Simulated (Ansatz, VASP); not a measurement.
# Zr2TeSe: VASP beside Ansatz

```xyz
4
Lattice="2.0412 1.1785 6.4953 -2.0412 1.1785 6.4953 0.0000 -2.3570 6.4953" Properties=species:S:1:pos:R:3 pbc="T T T"
Zr    0.0000    0.0000   14.1928
Zr    0.0000    0.0000    5.2931
Te    0.0000    0.0000    9.7429
Se    0.0000    0.0000    0.0000
```

Change from the starting cell: species swapped into the PrTlSe2 type (R-3m, No. 166).

Alike in both runs: functional PBE; k mesh 6 × 6 × 6; occupations gaussian, width 0.1 eV; no spin polarisation.

Ansatz relaxed the structure, and its values are those at the end. VASP's run is a single point on that final structure, the one shown.

```csv
,VASP,Ansatz
version,VASP 6.6.1,Ansatz 0.2.0
potentials or method,"VASP PAW PBE potentials, release 64 (Zr_sv, Te, Se), cutoff 520 eV","scalar-relativistic, plane waves, PAW"
valence electrons in the cell,36,56
```

Ansatz gave:

| Quantity | Value |
| --- | --- |
| gap on the k mesh at the Fermi level (eV) | none |
| pressure (GPa) | -0.1 |
| rms of the force components (eV/Å) | 0.002 |

Estimate VASP's values.

gap on the k mesh at the Fermi level (eV): none; pressure (GPa): 0.0; rms of the force components (eV/Å): 0.008.

A gap of «none» marks a metal or a gap that the smearing closes. The functional is the same, so the differences come from potentials, cutoffs and numerics. VASP's potentials hold 36 valence electrons a cell and Ansatz's 56, so a difference there can come from the potentials and not from the codes.

Spin-orbit coupling is off throughout.
